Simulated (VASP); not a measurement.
Crystal: In6WO12.

```xyz
19
Lattice="4.7359 2.7343 2.9797 -4.7359 2.7343 2.9797 0.0000 -5.4686 2.9797" Properties=species:S:1:pos:R:3 pbc="T T T"
In   -0.8605   -2.0444    3.1749
In    2.2008    0.2770    3.1749
In   -1.3403    1.7674    3.1749
In    0.8605    2.0444    5.7643
In   -2.2008   -0.2770    5.7643
In    1.3403   -1.7674    5.7643
W     0.0000    0.0000    0.0000
O     4.0729    1.2605    4.0277
O    -3.1281    2.8970    4.0277
O    -0.9448   -4.1575    4.0277
O    -4.0729   -1.2605    4.9115
O     3.1281   -2.8970    4.9115
O     0.9448    4.1575    4.9115
O    -0.8435   -1.7890    5.3975
O     1.9711    0.1641    5.3975
O    -1.1276    1.6250    5.3975
O     0.8435    1.7890    3.5417
O    -1.9711   -0.1641    3.5417
O     1.1276   -1.6250    3.5417
```

| Item | Value |
| --- | --- |
| Program | VASP 6.6.1 |
| Task | relaxation of cell and atoms |
| Functional | r2SCAN |
| Potentials or basis | VASP PAW PBE potentials, release 64 (In_d, W_sv, O) |
| Cutoff | 600 eV |
| k mesh | 4 × 4 × 4 |
| Occupations | fermi-dirac, width 0.02 eV |
| Spin | no spin polarisation |

At the start: pressure 3.1 GPa; volume 12.19 Å³/atom.

Task: How do energy, volume and symmetry change on relaxing?

Result: Over 21 steps the energy falls by 2.9 meV/atom and the volume is 12.38 Å³/atom (+1.6 %); space group R-3 (No. 148, to 0.1 Å) before and after.

The path:
```tsv
step	energy change (eV)	largest force (eV/Å)	pressure (GPa)	volume (Å³)
1	0.0000	0.2416	3.06	231.52
2	0.0212	0.5167	-3.96	239.39
3	-0.0400	0.2087	-0.19	234.99
4	-0.0486	0.0970	-0.08	235.30
5	-0.0486	0.0957	-0.10	235.29
6	-0.0512	0.0410	0.00	235.14
7	-0.0516	0.0357	0.06	235.05
8	-0.0527	0.0321	0.01	235.15
9	-0.0531	0.0294	-0.06	235.26
10	-0.0535	0.0429	0.11	235.12
11	-0.0535	0.0392	0.11	235.14
12	-0.0538	0.0286	0.03	235.20
13	-0.0539	0.0286	-0.01	235.26
14	-0.0541	0.0151	-0.03	235.26
15	-0.0541	0.0239	-0.04	235.25
16	-0.0543	0.0166	0.02	235.19
17	-0.0543	0.0112	0.11	235.11
18	-0.0544	0.0113	0.05	235.21
19	-0.0545	0.0134	-0.04	235.31
20	-0.0545	0.0124	-0.04	235.29
21	-0.0545	0.0082	-0.04	235.30
```

Final structure:
```yaml
crystal:
  lattice:
    - [4.76576, 2.75151, 2.99068]
    - [-4.76576, 2.75151, 2.99068]
    - [0.00000, -5.50302, 2.99068]
  atoms:
    - { symbol: In, position: [0.13962, 0.32232, 0.60486] }
    - { symbol: In, position: [0.60486, 0.13962, 0.32232] }
    - { symbol: In, position: [0.32232, 0.60486, 0.13962] }
    - { symbol: In, position: [0.86038, 0.67768, 0.39514] }
    - { symbol: In, position: [0.39514, 0.86038, 0.67768] }
    - { symbol: In, position: [0.67768, 0.39514, 0.86038] }
    - { symbol: W, position: [0.00000, 0.00000, 0.00000] }
    - { symbol: O, position: [0.95894, 0.10121, 0.29596] }
    - { symbol: O, position: [0.29596, 0.95894, 0.10121] }
    - { symbol: O, position: [0.10121, 0.29596, 0.95894] }
    - { symbol: O, position: [0.04106, 0.89879, 0.70404] }
    - { symbol: O, position: [0.70404, 0.04106, 0.89879] }
    - { symbol: O, position: [0.89879, 0.70404, 0.04106] }
    - { symbol: O, position: [0.40616, 0.58615, 0.82417] }
    - { symbol: O, position: [0.82417, 0.40616, 0.58615] }
    - { symbol: O, position: [0.58615, 0.82417, 0.40616] }
    - { symbol: O, position: [0.59384, 0.41385, 0.17583] }
    - { symbol: O, position: [0.17583, 0.59384, 0.41385] }
    - { symbol: O, position: [0.41385, 0.17583, 0.59384] }
```

Caveat: the PAW data sets were made with another functional, which shifts forces and pressure a little.
